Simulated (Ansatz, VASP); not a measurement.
**One calculation of CaAuI3, two programs**

```
CELL_PARAMETERS angstrom
9.09583 0.00000 0.00000
0.00000 9.09583 0.00000
0.00000 0.00000 5.19743
ATOMIC_POSITIONS crystal
Ca 0.00000 0.50000 0.50000
Ca 0.50000 0.00000 0.50000
Au 0.50000 0.50000 0.00000
Au 0.00000 0.00000 0.00000
I 0.85072 0.35072 0.00000
I 0.64928 0.85072 0.00000
I 0.50000 0.50000 0.50000
I 0.14928 0.64928 0.00000
I 0.35072 0.14928 0.00000
I 0.00000 0.00000 0.50000
```

Alike in both runs: functional PBE; k mesh 4 × 4 × 8; occupations gaussian, width 0.1 eV; no spin polarisation.

Ansatz relaxed the structure, and its values are those at the end. VASP's run is a single point on that final structure, the one shown.

```csv
,VASP,Ansatz
version,VASP 6.6.1,Ansatz 0.2.0
potentials or method,"VASP PAW PBE potentials, release 64 (Ca_sv, Au, I), cutoff 520 eV","scalar-relativistic, plane waves, PAW"
valence electrons in the cell,84,160
```

Ansatz gave:

* gap on the k mesh at the Fermi level (eV): none
* pressure (GPa): 0.0
* rms of the force components (eV/Å): 0.000

Question: What did VASP give for the same quantities?

Answer: gap on the k mesh at the Fermi level (eV): none; pressure (GPa): 0.0; rms of the force components (eV/Å): 0.003.

A gap of «none» marks a metal or a gap that the smearing closes. VASP's potentials hold 84 valence electrons a cell and Ansatz's 160, so a difference there can come from the potentials and not from the codes.

Spin-orbit coupling is off throughout.
